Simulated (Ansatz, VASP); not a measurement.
**TiAl3: VASP beside Ansatz**

```xyz
4
Lattice="2.8206 0.0000 0.0000 0.0000 4.6498 0.0000 0.0000 0.0000 4.8679" Properties=species:S:1:pos:R:3 pbc="T T T"
Ti    0.0000    2.3249    0.8077
Al    0.0000    0.0000    4.0690
Al    1.4103    0.0000    1.6108
Al    1.4103    2.3249    3.2482
```

Change from the starting cell: volume scaled by 0.98.

Alike in both runs: task single point; functional LDA; k mesh 9 × 6 × 6; occupations fermi-dirac, width 0.05 eV; no spin polarisation.

|  | VASP | Ansatz |
| --- | --- | --- |
| version | VASP 6.6.1 | Ansatz 0.2.0 |
| potentials or method | VASP PAW LDA potentials, release 64 (Ti_sv, Al), cutoff 520 eV | all-electron LAPW, scalar-relativistic |

```tsv
	VASP	Ansatz	Ansatz less VASP
gap on the k mesh at the Fermi level (eV)	none	none	-
pressure (GPa)	-3.1	-3.2	-0.12
traceless stress, the component that is largest in VASP (GPa)	-2.15	-2.15	-0.003
rms of the force components (eV/Å)	0.027	0.028	+0.0007
```

LDA's correlation is that of Perdew and Zunger in VASP and of Perdew and Wang (1992) in Ansatz. Atom by atom the forces differ by 0.001 eV/Å (rms over components). A gap of «none» marks a metal or a gap that the smearing closes. Ansatz ran all-electron here, and VASP with PAW potentials.
